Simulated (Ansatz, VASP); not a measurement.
## HfC in VASP and in Ansatz

File INCAR:

```
  PREC = Accurate
  ENCUT = 600
  EDIFF = 1E-6
  ISMEAR = -1
  SIGMA = 0.1
  LREAL = F
  LASPH = T
  NELM = 80
  ALGO = Normal
  ISIF = 3
  LWAVE = F
  LCHARG = F
  GGA = PS
  IBRION = 2
  NSW = 100
  EDIFFG = -0.002
```

The input KPOINTS:

```
Automatic mesh
0
Gamma
  18 18 18
```

POSCAR

```
HfC
1.0
    0.0000000000      2.3250000000      2.3250000000
    2.3250000000      0.0000000000      2.3250000000
    2.3250000000      2.3250000000      0.0000000000
Hf C
1 1
Direct
    0.5000000000      0.5000000000      0.5000000000
    0.0000000000      0.0000000000      0.0000000000
```

Input for Ansatz:

```yaml
crystal:
  lattice:
    - [0.0, 2.325, 2.325]
    - [2.325, 0.0, 2.325]
    - [2.325, 2.325, 0.0]
  atoms:
    - { symbol: Hf, position: [0.5, 0.5, 0.5] }
    - { symbol: C, position: [0.0, 0.0, 0.0] }
kpoints:
  mp_grid: { grid: [18, 18, 18] }
scf:
  occupations: { method: fermi_dirac, width: 0.1 }
hamiltonian:
  xc: pbesol
  pseudopotentials: { kind: paw }
relax:
  f_tol: 0.002
  max_steps: 80
  cell: {}
output:
  forces: true
  stress: true
```

Alike in both runs: task relaxation of cell and atoms; functional PBEsol; k mesh 18 × 18 × 18; occupations fermi-dirac, width 0.1 eV; no spin polarisation.

```csv
,VASP,Ansatz
version,VASP 6.6.1,Ansatz 0.2.0
potentials or method,"VASP PAW PBE potentials, release 64 (Hf_pv, C)","PAW with Ansatz's default frozen-core files, scalar-relativistic"
plane-wave cutoff (eV),600,420
valence electrons in the cell,14,30
```

VASP gave:

- relaxed volume (Å³/atom): 12.20
- relaxed length of the cell vector where the two differ most in proportion (Å): 3.256

Q: Which values does Ansatz return?

A: Relaxed volume (Å³/atom): 12.23; relaxed length of the cell vector where the two differ most in proportion (Å): 3.258.

VASP's potentials were made for PBE, not for PBEsol. VASP's potentials hold 14 valence electrons a cell and Ansatz's 30, so a difference there can come from the potentials and not from the codes.

Neither program's run includes spin-orbit coupling.
